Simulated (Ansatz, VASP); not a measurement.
# One calculation of KBr, two programs

```xyz
2
Lattice="4.0383 0.0000 0.0000 0.0000 4.0383 0.0000 0.0000 0.0000 4.0397" Properties=species:S:1:pos:R:3 pbc="T T T"
K     2.0191    2.0191    2.0199
Br    0.0000    0.0000    0.0000
```

Alike in both runs: task single point; functional r2SCAN; k mesh 6 × 6 × 6; occupations gaussian, width 0.02 eV; no spin polarisation.

```csv
,VASP,Ansatz
version,VASP 6.6.1,Ansatz 0.2.0
potentials or method,"VASP PAW PBE potentials, release 64 (K_sv, Br), cutoff 520 eV","scalar-relativistic, plane waves, PAW"
valence electrons in the cell,16,16
```

Ansatz gave:

| Item | Value |
| --- | --- |
| gap on the k mesh at the Fermi level (eV) | 4.60 |
| least direct gap on the mesh (eV) | 4.87 |
| pressure (GPa) | -0.8 |

**Question.** What did VASP give for the same quantities?

**Answer.** gap on the k mesh at the Fermi level (eV): 4.61; least direct gap on the mesh (eV): 4.87; pressure (GPa): -0.8.

VASP's potentials were made for PBE, not for r2SCAN.
